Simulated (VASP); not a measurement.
Here is a VASP 6.6.1 calculation.

Contents of INCAR:

```
SYSTEM = SiO2
PREC     = Accurate       ! precision mode
ENCUT    = 520            ! plane-wave cutoff, eV
EDIFF    = 1E-6           ! SCF threshold, eV
ISMEAR   = 0              ! smearing method
SIGMA    = 0.02           ! smearing width, eV
LREAL    = .FALSE.        ! projectors in reciprocal space
LASPH    = .TRUE.         ! aspherical terms in the spheres
NELM     = 100            ! most SCF steps
ALGO     = Normal         ! electronic algorithm
ISIF     = 2              ! what is computed and relaxed
LWAVE    = .FALSE.        ! write WAVECAR
LCHARG   = .FALSE.        ! write CHGCAR
NBANDS   = 34             ! bands
```

KPOINTS

```
Automatic mesh
0
G
  6 6 4
  0 0 0
```

The input POSCAR:

```
SiO2
1.0
    5.0386983966      0.0000000000      0.0000000000
   -2.5193491983      4.3636408134      0.0000000000
    0.0000000000      0.0000000000      5.5248549831
Si O
3 6
Direct
    0.0000000000      0.5000000000      0.3333333333
    0.5000000000      0.5000000000      0.6666666667
    0.5000000000      0.0000000000      0.0000000000
    0.5843949018      0.7921974509      0.8333333333
    0.7921974509      0.5843949018      0.5000000000
    0.7921974509      0.2078025491      0.1666666667
    0.4156050982      0.2078025491      0.8333333333
    0.2078025491      0.4156050982      0.5000000000
    0.2078025491      0.7921974509      0.1666666667
```

Potentials or basis: VASP PAW LDA potentials, release 64 (Si, O).

Run with:

```console
$ cat potpaw_LDA.64/Si/POTCAR potpaw_LDA.64/O/POTCAR > POTCAR
$ mpirun -np 1 vasp_std > vasp.out
```

(1) What does it give for the band gap on the k mesh?

(2) What does it give for the pressure?

(3) Estimate the largest force.

Answers

(1) 5.49 eV, indirect (least direct gap 5.68 eV).

(2) 0.6 GPa.

(3) 0.008 eV/Å.
